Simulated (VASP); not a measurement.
Wanted: the native input for a VASP 6.6.1 run.

```
Task                   : single point
Functional             : r2SCAN
Potentials or basis    : VASP PAW PBE potentials, release 64 (Au)
Cutoff                 : 520 eV
k mesh                 : 24 × 24 × 12
Occupations            : gaussian, width 0.15 eV
Spin                   : no spin polarisation
Dipole correction      : no
Further INCAR settings : ALGO = Normal; EDIFF = 1e-07; NBANDS = 18
```

Au:

```
Au
1.0
     3.03481    0.00000    0.00000
    -1.51740    2.62822    0.00000
     0.00000    0.00000    4.74310
Au
2
Direct
  0.33333 0.66667 0.75000
  0.66667 0.33333 0.25000
```

This cell differs from its parent crystal: strain +0.050 along x and y, -0.025 along z.

These files were run (other wordings do the same):

POSCAR

```
Au
1.0
    3.0348072020      0.0000000000      0.0000000000
   -1.5174036010      2.6282201326      0.0000000000
    0.0000000000      0.0000000000      4.7430978028
Au
2
Direct
    0.3333333333      0.6666666667      0.7500000000
    0.6666666667      0.3333333333      0.2500000000
```

INCAR.step1

```
SYSTEM = Au
PREC = Accurate
ENCUT = 520
ISMEAR = 0
SIGMA = 0.15
LREAL = .FALSE.
LASPH = .TRUE.
NELM = 80
NBANDS = 18
GGA = PE
ALGO = Normal
EDIFF = 1E-4
LWAVE = .TRUE.
LCHARG = .FALSE.
```

INCAR.step2

```
SYSTEM = Au
PREC = Accurate
ENCUT = 520
EDIFF = 1E-7
ISMEAR = 0
SIGMA = 0.15
LREAL = .FALSE.
LASPH = .TRUE.
NELM = 80
ALGO = Normal
ISIF = 2
LWAVE = .FALSE.
LCHARG = .FALSE.
METAGGA = R2SCAN
LMIXTAU = .TRUE.
NBANDS = 18
ISTART = 1
```

KPOINTS

```
Automatic mesh
0
G
  24 24 12
  0 0 0
```

Potentials or basis: VASP PAW PBE potentials, release 64 (Au).

Launch:

```bash
$ cat potpaw_PBE.64/Au/POTCAR > POTCAR
$ cp INCAR.step1 INCAR
$ mpirun -np 1 vasp_std > vasp.out
$ cp INCAR.step2 INCAR
$ mpirun -np 1 vasp_std > vasp.out
```

It gave:

The pressure is -8.4 GPa and the band gap on the k mesh is zero (bands 11 and 12 overlap by 6.48 eV).

Caveat: the cell differs from its parent crystal (strain +0.050 along x and y, -0.025 along z); the cell stands under tension; the PAW data sets were made with another functional, which shifts forces and pressure a little; spin-orbit coupling is left out, which moves the levels of the heavy elements.

It took 12 min on 1 thread of Intel(R) Xeon(R) Platinum 8375C CPU @ 2.90GHz (Ice Lake), with other jobs on the host, peak memory 0.35 GiB.
